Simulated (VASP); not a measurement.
## Mo3W: relaxation of cell and atoms with PBE

Mo3W:

```xyz
4
Lattice="4.6544 0.0000 0.0000 0.0000 4.6544 0.0000 0.0000 0.0000 3.2912" Properties=species:S:1:pos:R:3 pbc="T T T"
Mo    0.0000    0.0000    0.0000
Mo    2.3272    0.0000    1.6456
Mo    0.0000    2.3272    1.6456
W     2.3272    2.3272    0.0000
```

```yaml
Program: VASP 6.6.1
Task: relaxation of cell and atoms
Functional: PBE
Potentials_or_basis: VASP PAW PBE potentials, release 64 (Mo_sv, W_sv)
Cutoff: 600 eV
k_mesh: 4 × 4 × 6
Occupations: gaussian, width 0.1 eV
Spin: no spin polarisation
Dipole_correction: no
Further_INCAR_settings: ALGO = Normal; EDIFF = 1e-07; IBRION = 2; EDIFFG = -0.04; NSW = 90; ISIF = 3
```

```json
{"Relaxed volume": "15.93 Å³/atom", "Relaxed cell": "a = 4.476 Å, b = 4.476 Å, c = 3.179 Å, α = 90.00°, β = 90.00°, γ = 90.00°", "Space group after relaxing (to 0.1 Å)": "P4/mmm (No. 123)", "Pressure after relaxing": "0.0 GPa", "Band gap on the k mesh": "zero (bands 28 and 29 overlap by 2.16 eV)"}
```

Stress tensor (GPa, compression positive):
```
 0.12  0.00  0.00
 0.00  0.12  0.00
 0.00  0.00 -0.17
```

Final structure:
```yaml
crystal:
  lattice:
    - [4.47647, 0.00000, 0.00000]
    - [0.00000, 4.47647, 0.00000]
    - [0.00000, 0.00000, 3.17941]
  atoms:
    - { symbol: Mo, position: [0.00000, 0.00000, 0.00000] }
    - { symbol: Mo, position: [0.50000, 0.00000, 0.50000] }
    - { symbol: Mo, position: [0.00000, 0.50000, 0.50000] }
    - { symbol: W, position: [0.50000, 0.50000, 0.00000] }
```

Levels at points of the mesh, in eV from the Fermi level:
```
           k point  band 26  band 27  band 28  band 29  band 30  band 31
(0.00, 0.00, 0.00)    -1.35     1.28     1.28     1.54     1.58     1.70
(0.50, 0.00, 0.00)    -1.66    -0.92    -0.76     0.16     0.27     0.89
(0.50, 0.50, 0.00)    -0.73    -0.72    -0.72    -0.71    -0.64    -0.64
(0.00, 0.00, 0.50)    -2.70    -0.71    -0.71    -0.57    -0.57     0.79
(0.50, 0.00, 0.50)    -1.95    -1.90    -1.79     1.15     1.19     1.46
(0.50, 0.50, 0.50)     1.25     1.25     1.45     1.45     1.63     1.63
```

Run time: 4.6 min on 1 thread of Intel(R) Xeon(R) Platinum 8488C (Sapphire Rapids), on a shared host, peak memory 0.25 GiB.

Caveat: spin-orbit coupling is left out, which moves the levels of the heavy elements.
